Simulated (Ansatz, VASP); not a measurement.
One calculation of Ni, two programs

```
Ni
1.0
     0.00000    2.43488    2.43488
     2.43488    0.00000    2.43488
     2.43488    2.43488    0.00000
Ni
2
Direct
  0.12500 0.12500 0.12500
  0.87500 0.87500 0.87500
```

Alike in both runs: task single point; functional PBEsol; k mesh 12 × 12 × 12; occupations fermi-dirac, width 0.05 eV; collinear spin.

```csv
,VASP,Ansatz
version,VASP 6.6.1,Ansatz 0.2.0
potentials or method,"VASP PAW PBE potentials, release 64 (Ni), cutoff 520 eV","plane waves (420 eV) with PAW, scalar-relativistic"
valence electrons in the cell,20,36
```

Ansatz gave:

- pressure (GPa): 11.0
- net moment per atom (μB): 0.78
- size of the moment on the site where the two differ most (μB): 0.81

Question: Which values does VASP return?

Answer: Pressure (GPa): 10.5; net moment per atom (μB): 0.77; size of the moment on the site where the two differ most (μB): 0.76.

VASP's potentials were made for PBE, not for PBEsol, and Ansatz warns of the same on its side. Site moments also hang on the region over which each program counts them. VASP's potentials hold 20 valence electrons a cell and Ansatz's 36, so a difference there can come from the potentials and not from the codes.
